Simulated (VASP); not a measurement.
# Si2W (I4/mmm) in VASP: settings compared, part 2 of 2

VASP 6.6.1. The steps go on from the part before.

### Step 3. Single point, PBEsol+D3(BJ)

This run uses another cell than the first one, of 12.98 Å³/atom.

Input file INCAR:

```
SYSTEM = Si2W
  PREC = Accurate
  ENCUT = 520
  EDIFF = 1E-7
  ISMEAR = -1
  SIGMA = 0.05
  LREAL = .FALSE.
  LASPH = .TRUE.
  NELM = 100
  ALGO = Normal
  ISIF = 2
  LWAVE = .FALSE.
  LCHARG = .TRUE.
  GGA = PS
  IVDW = 12
  LELF = .TRUE.
  LVHAR = .TRUE.
  NBANDS = 18
```

Input file KPOINTS:

```
regular mesh
0
G
  12 12 12
  0 0 0
```

Input file POSCAR:

```
Si2W
1.0
   -1.5847395952      1.5847395952      3.8771855245
    1.5847395952     -1.5847395952      3.8771855245
    1.5847395952      1.5847395952     -3.8771855245
W Si
1 2
Direct
    0.0000000000      0.0000000000      0.0000000000
    0.6659798883      0.6659798883      0.0000000000
    0.3340201117      0.3340201117      0.0000000000
```

Potentials or basis: VASP PAW PBE potentials, release 64 (W_sv, Si).

Run with:

```
cat potpaw_PBE.64/W_sv/POTCAR potpaw_PBE.64/Si/POTCAR > POTCAR
mpirun -np 1 vasp_std > vasp.out
```

OUTCAR:

```text
SYSTEM = Si2W
   PREC = Accurate
   ENCUT = 520
   EDIFF = 1E-7
   ISMEAR = -1
   LREAL = .FALSE.
   LASPH = .TRUE.
   NELM = 100
   ISIF = 2
   GGA = PS
   IVDW = 12
 IVDW          = 12

 ion  position               nearest neighbor table
   1  0.000  0.000  0.000-   2 2.58   2 2.58   2 2.58   3 2.58   2 2.58   3 2.58   3 2.58   3 2.58
                             2 2.59   3 2.59
   2  0.666  0.666  0.000-   3 2.57   1 2.58   1 2.58   1 2.58   1 2.58   1 2.59   3 2.59   3 2.59
                             3 2.59   3 2.59
   3  0.334  0.334  0.000-   2 2.57   1 2.58   1 2.58   1 2.58   1 2.58   1 2.59   2 2.59   2 2.59
                             2 2.59   2 2.59

  LATTYP: Found a body centered tetragonal cell.
 ALAT       =     3.1694791904
 C/A-ratio  =     2.4465757884

  Lattice vectors:

 A1 = (  -1.5847395952,   1.5847395952,   3.8771855245)
 A2 = (   1.5847395952,  -1.5847395952,   3.8771855245)
 A3 = (   1.5847395952,   1.5847395952,  -3.8771855245)

Analysis of symmetry for initial positions (statically):
=====================================================================
 Subroutine PRICEL returns:
 Original cell was already a primitive cell.

 Routine SETGRP: Setting up the symmetry group for a
 body centered tetragonal supercell.

 Subroutine GETGRP returns: Found 16 space group operations
 (whereof 16 operations were pure point group operations)
 out of a pool of 16 trial point group operations.

The static configuration has the point symmetry D_4h.

Analysis of symmetry for dynamics (positions and initial velocities):
=====================================================================
 Subroutine PRICEL returns:
 Original cell was already a primitive cell.

 Routine SETGRP: Setting up the symmetry group for a
 body centered tetragonal supercell.

 Subroutine GETGRP returns: Found 16 space group operations
 (whereof 16 operations were pure point group operations)
 out of a pool of 16 trial point group operations.

The dynamic configuration has the point symmetry D_4h.

 Subroutine INISYM returns: Found 16 space group operations
[... 120 lines left out ...]
  volume/ion in A,a.u.               =      12.98        87.61
  Fermi-wavevector in a.u.,A,eV,Ry     =   1.353271  2.557312 24.916943  1.831344
  Thomas-Fermi vector in A             =   2.480541
   LORBIT       =      0    0 simple, 1 ext, 2 COOP (PROOUT), +10 PAW based schemes
   GGA     = PS    functional components
   LHFCALC =     F    Hartree Fock is set to
   AEXX    =    0.0000 exact exchange contribution
   IVDW    =    12    specifies the selected vdW correction
   LEPSILON=     F    determine dielectric tensor
   LRPA    =     F    only Hartree local field effects (RPA)
 non-spin polarized calculation
  energy-cutoff  :      520.00
  volume of cell :       38.95
 maximum number of plane-waves:      1076
 NGX is ok and might be reduce to    36
   NGX = 17   NGY = 17   NGZ = 17

 number of electron      22.0000000 magnetization

 Free energy of the ion-electron system (eV)
  ---------------------------------------------------
  ext. energy  EPLUGINS =         0.00000000
  ---------------------------------------------------
  free energy    TOTEN  =       -26.61360832 eV

  energy without entropy =      -26.61187101  energy(sigma->0) =      -26.61273967

 E-fermi :  12.4450     XC(G=0): -12.7861

 val. band max:       12.3966847720   @ k =  -0.3333  -0.4167   0.3333
 cond. band min:      12.4519867033   @ k =  -0.4167  -0.4167   0.3333
 fundamental gap:      0.0553019313
 Fermi energy:        12.4449558109

 k-point     1 :       0.0000    0.0000    0.0000
  band No.  band energies     occupation
      1     -61.3168      2.00000
      2     -25.6251      2.00000
      3     -25.5750      2.00000
      4     -25.5750      2.00000
      5      -1.9871      2.00000
      6       5.3020      2.00000
[... 481 lines left out ...]
      5       1.2030      2.00000
      6       3.9055      2.00000
[... 10 lines left out ...]
     17      19.7343      0.00000
     18      21.0847      0.00000

 [... further k-points ...]

------------------------ aborting loop because EDIFF is reached ----------------------------------------

 Edisp (eV)   -1.69367

 E8    (eV) :    -1.1484

  FORCE on cell =-STRESS in cart. coord.  units (eV):
  Direction    XX          YY          ZZ          XY          YZ          ZX
  --------------------------------------------------------------------------------------
  -------------------------------------------------------------------------------------
  Total       0.10422     0.10422     0.08758     0.00000    -0.00000     0.00000
  in kB       4.28726     4.28726     3.60251     0.00000    -0.00000     0.00000
  external pressure =        4.06 kB  Pullay stress =        0.00 kB

 VOLUME and BASIS-vectors are now :
 -----------------------------------------------------------------------------
  energy-cutoff  :      520.00
  volume of cell :       38.95
      direct lattice vectors                 reciprocal lattice vectors
    -1.584739595  1.584739595  3.877185525     0.000000000  0.315509249  0.128959524
     1.584739595 -1.584739595  3.877185525     0.315509249  0.000000000  0.128959524
     1.584739595  1.584739595 -3.877185525     0.315509249  0.315509249  0.000000000

 POSITION                                       TOTAL-FORCE (eV/Angst)
 -----------------------------------------------------------------------------------
      0.00000      0.00000      0.00000         0.000000      0.000000      0.000000
      0.00000      0.00000      5.16426         0.000000      0.000000      0.006959
      0.00000      0.00000      2.59012        -0.000000     -0.000000     -0.006959
 -----------------------------------------------------------------------------------
    total drift:                               -0.000000     -0.000000      0.000000

  FREE ENERGIE OF THE ION-ELECTRON SYSTEM (eV)
  ---------------------------------------------------
  free  energy   TOTEN  =       -28.3072801344 eV

  energy  without entropy=      -28.3055428256  energy(sigma->0) =      -28.30641148
```

OSZICAR:

```text
N       E                     dE             d eps       ncg     rms          rms(c)
DAV:   1     0.128908587772E+03    0.12891E+03   -0.10842E+04  5876   0.123E+03
DAV:   2    -0.229951717914E+02   -0.15190E+03   -0.14831E+03  6644   0.324E+02
DAV:   3    -0.274237535377E+02   -0.44286E+01   -0.43770E+01  7414   0.496E+01
DAV:   4    -0.274631242071E+02   -0.39371E-01   -0.39325E-01  6972   0.484E+00
DAV:   5    -0.274635016162E+02   -0.37741E-03   -0.37739E-03  7004   0.517E-01    0.279E+01
DAV:   6    -0.267330550691E+02    0.73045E+00   -0.29034E+00  6306   0.125E+01    0.102E+01
DAV:   7    -0.266366908598E+02    0.96364E-01   -0.17983E-01  6310   0.245E+00    0.465E+00
DAV:   8    -0.266142923836E+02    0.22398E-01   -0.37584E-02  6718   0.147E+00    0.323E-01
DAV:   9    -0.266137549253E+02    0.53746E-03   -0.88012E-04  6714   0.248E-01    0.186E-01
DAV:  10    -0.266136128355E+02    0.14209E-03   -0.23603E-04  7038   0.132E-01    0.455E-02
DAV:  11    -0.266136086170E+02    0.42185E-05   -0.27459E-05  6662   0.373E-02    0.182E-02
DAV:  12    -0.266136089062E+02   -0.28919E-06   -0.11308E-06  6928   0.701E-03    0.424E-03
DAV:  13    -0.266136083571E+02    0.54912E-06   -0.28923E-07  5988   0.495E-03    0.739E-04
DAV:  14    -0.266136083217E+02    0.35397E-07   -0.90417E-09  3230   0.863E-04
   1 F= -.28307280E+02 E0= -.28306411E+02  d E =-.173731E-02
```

It took 2.7 min on 1 thread of Intel Xeon 8259CL, shared host; peak memory 0.29 GiB.

Results:

* Free energy: -28.3073 eV
* Pressure: 0.4 GPa
* Largest force: 0.007 eV/Å
* Band gap on the k mesh: zero (bands 11 and 12 overlap by 1.41 eV)
* Dispersion energy per atom: -0.565 eV

Forces on the atoms (eV/Å):
```
W    0.000  0.000  0.000
Si   0.000  0.000  0.007
Si   0.000  0.000 -0.007
```

Caveat: the PAW data sets were made with another functional, which shifts forces and pressure a little; spin-orbit coupling is left out, which moves the levels of the heavy elements.

### Step 4. Single point, RPBE+D4

This run uses another cell than the first one, of 13.12 Å³/atom.

Input file INCAR:

```
SYSTEM = Si2W
  ALGO = Normal
  EDIFF = 1E-6
  ENCUT = 520
  GGA = RP
  ISIF = 2
  ISMEAR = -1
  IVDW = 13
  LASPH = .True.
  LCHARG = .False.
  LREAL = .False.
  LWAVE = .False.
  NBANDS = 18
  NELM = 100
  PREC = Accurate
  SIGMA = 0.05
```

Input file KPOINTS:

```
k-points
0
Gamma
  12 12 12
  0 0 0
```

Input file POSCAR:

```
Si2W
1.0
   -1.5901873705      1.5901873705      3.8913325831
    1.5901873705     -1.5901873705      3.8913325831
    1.5901873705      1.5901873705     -3.8913325831
W Si
1 2
Direct
    0.0000000000      0.0000000000      0.0000000000
    0.6662767592      0.6662767592      0.0000000000
    0.3337232408      0.3337232408      0.0000000000
```

Run with:

```
cat potpaw_PBE.64/W_sv/POTCAR potpaw_PBE.64/Si/POTCAR > POTCAR
mpirun -np 1 vasp_std > vasp.out
```

Wall time 2.4 min (1 thread of Intel Xeon 8259CL, shared host); peak memory 0.28 GiB.

Results (log left out):

* Free energy: -26.9612 eV
* Pressure: -0.3 GPa
* Largest force: 0.013 eV/Å
* Band gap on the k mesh: zero (bands 11 and 12 overlap by 1.40 eV)
* Dispersion energy per atom: -1.128 eV

Forces in eV/Å, atoms in the order of the input:
```
W    0.000  0.000  0.000
Si   0.000  0.000  0.013
Si   0.000  0.000 -0.013
```

Stress tensor (GPa, compression positive):
```
-0.26  0.00  0.00
 0.00 -0.26  0.00
 0.00  0.00 -0.46
```

Levels at points of the mesh, in eV from the Fermi level:
```
           k point  band 7  band 8  band 9  band 10  band 11  band 12  band 13  band 14  band 15  band 16
(0.00, 0.00, 0.00)   -3.79   -3.48   -2.96    -2.96     0.64     2.70     2.90     3.18     3.18     4.73
(0.50, 0.00, 0.00)   -5.89   -5.00   -2.92    -2.87    -0.51     2.78     2.84     3.96     4.61     5.11
(0.50, 0.50, 0.00)   -6.21   -5.53   -5.19    -3.43    -1.79     2.80     3.12     3.27     3.89     4.26
(0.50, 0.50, 0.50)   -4.02   -2.73   -0.88    -0.88    -0.55    -0.55     0.83     4.51     5.27     6.03
```

Caveat: the dispersion term is far too large for a dense solid, which distorts pressure and volume; the PAW data sets were made with another functional, which shifts forces and pressure a little; spin-orbit coupling is left out, which moves the levels of the heavy elements.

### Step 5. Summary

```tsv
level	cell	gap on the mesh (eV)	pressure (GPa)	largest force (eV/Å)
RPBE+D3(BJ)	a = 4.358 Å, angles 139.0, 139.0, 59.4°, 3 atoms, atomic positions A	none	-0.3	0.01
PBEsol+D3(BJ)	a = 4.478 Å, angles 138.6, 138.6, 60.1°, 3 atoms, atomic positions B	none	0.4	0.01
RPBE+D4	a = 4.494 Å, angles 138.6, 138.6, 60.0°, 3 atoms, atomic positions C	none	-0.3	0.01
```

Alike in all rows: task single point; potentials or basis VASP PAW PBE potentials, release 64 (W_sv, Si); no spin polarisation; k mesh 12 × 12 × 12; cutoff (eV) 520; smearing fermi-dirac 0.05 eV.

Caveats: the PAW data sets were made with another functional, which shifts forces and pressure a little; spin-orbit coupling is left out, which moves the levels of the heavy elements; the dispersion term is far too large for a dense solid, which distorts pressure and volume (at least some runs).

Absolute energies hang on the potentials; compare differences alone.

The gap in the log of VASP goes by the Fermi energy; the results here count the filled bands.